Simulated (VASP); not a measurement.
CdSe: single point with PBEsol

The system is CdSe.

```xyz
2
Lattice="-0.1115 3.1934 3.0413 3.0413 -0.1115 3.0413 2.9298 3.0819 0.0000" Properties=species:S:1:pos:R:3 pbc="T T T"
Cd    0.0000    0.0000    0.0000
Se    4.3948    4.6229    4.5620
```

This cell differs from its parent crystal: engineering shear strain xz -0.0733, normal strain along z +0.0500.

| Item | Value |
| --- | --- |
| Program | VASP 6.6.1 |
| Task | single point |
| Functional | PBEsol |
| Potentials or basis | VASP PAW PBE potentials, release 64 (Cd, Se) |
| Cutoff | 520 eV |
| k mesh | 10 × 10 × 10 |
| Occupations | gaussian, width 0.05 eV |
| Spin | no spin polarisation |

| Quantity | Value |
| --- | --- |
| Pressure | -1.7 GPa |
| Largest force | 0.334 eV/Å |
| Band gap on the k mesh | 0.34 eV, direct |

Forces on the atoms (eV/Å):
```
Cd   0.000  0.000  0.334
Se   0.000  0.000 -0.334
```

Stress tensor (GPa, compression positive):
```
-1.34  2.67  0.00
 2.67 -2.32  0.00
 0.00  0.00 -1.40
```

Levels at points of the mesh, in eV from the valence-band top:
```tsv
k point	band 5	band 6	band 7	band 8	band 9	band 10	band 11	band 12	band 13	band 14
(0.00, 0.00, 0.00)	-7.54	-7.53	-0.23	-0.14	0.00	0.34	5.37	5.80	6.21	9.33
(0.50, 0.00, 0.00)	-7.51	-7.30	-4.24	-0.76	-0.59	2.25	6.15	6.61	6.92	9.71
(0.50, 0.50, 0.00)	-7.48	-7.20	-3.92	-2.11	-1.61	2.76	3.62	8.78	9.40	9.99
(0.00, 0.00, 0.50)	-7.51	-7.25	-4.29	-1.01	-0.78	1.98	5.86	6.45	7.20	9.60
(0.50, 0.00, 0.50)	-7.49	-7.26	-4.19	-1.68	-1.67	3.10	3.78	8.20	9.71	9.99
(0.00, 0.50, 0.50)	-7.48	-7.19	-3.93	-1.91	-1.83	2.95	3.39	8.48	9.76	9.81
```

Run time: 73 s on 1 thread of Intel(R) Xeon(R) 6975P-C (Granite Rapids) (shared host), peak memory 0.4 GiB.

Caveat: the cell differs from its parent crystal (engineering shear strain xz -0.0733, normal strain along z +0.0500); the PAW data sets were made with another functional, which shifts forces and pressure a little.
